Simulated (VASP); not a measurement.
Write the native input for VASP 6.6.1 that does the following.

| Quantity | Value |
| --- | --- |
| Task | single point |
| Functional | PBEsol |
| Potentials or basis | VASP PAW PBE potentials, release 64 (Ta_pv, Si) |
| Cutoff | 520 eV |
| k mesh | 12 × 12 × 12 |
| Occupations | gaussian, width 0.15 eV |
| Spin | no spin polarisation |
| Dipole correction | no |
| Further INCAR settings | ALGO = Fast; EDIFF = 1e-07; NBANDS = 35 |

The structure of Ta2Si lies in POSCAR:

```
Ta2Si
1.0
   -3.1911117883      3.1911117883      2.6206953359
    3.1911117883     -3.1911117883      2.6206953359
    3.1911117883      3.1911117883     -2.6206953359
Ta Si
4 2
Direct
    0.6630661939      0.8369338061      0.5000000000
    0.8369338061      0.3369338061      0.1738676123
    0.3369338061      0.1630661939      0.5000000000
    0.1630661939      0.6630661939      0.8261323878
    0.2500000000      0.2500000000      0.0000000000
    0.7500000000      0.7500000000      0.0000000000
```

This cell differs from its parent crystal: strain +0.040 along x and y, +0.040 along z.

These files were run (other wordings do the same):

INCAR

```
PREC = Accurate
ENCUT = 520
EDIFF = 1E-7
ISMEAR = 0
SIGMA = 0.15
LREAL = False
LASPH = True
NELM = 100
ALGO = Fast
ISIF = 2
LWAVE = False
LCHARG = True
GGA = PS
LELF = True
LVHAR = True
NBANDS = 35
```

KPOINTS

```
regular mesh
0
Gamma
  12 12 12
```

Potentials or basis: VASP PAW PBE potentials, release 64 (Ta_pv, Si).

Run with:

```bash
$ cat potpaw_PBE.64/Ta_pv/POTCAR potpaw_PBE.64/Si/POTCAR > POTCAR
$ mpirun -np 1 vasp_std > vasp.out
```

Results of the run:

```yaml
Pressure: -21.0 GPa
Largest_force: 0.160 eV/Å
Band_gap_on_the_k_mesh: zero (bands 26 and 27 overlap by 0.65 eV)
```

Caveat: the cell differs from its parent crystal (strain +0.040 along x and y, +0.040 along z); the cell stands under tension; the PAW data sets were made with another functional, which shifts forces and pressure a little; spin-orbit coupling is left out, which moves the levels of the heavy elements.

Wall time 6.8 min on 1 thread of Intel(R) Xeon(R) 6975P-C (Granite Rapids) (shared host), peak memory 0.58 GiB.
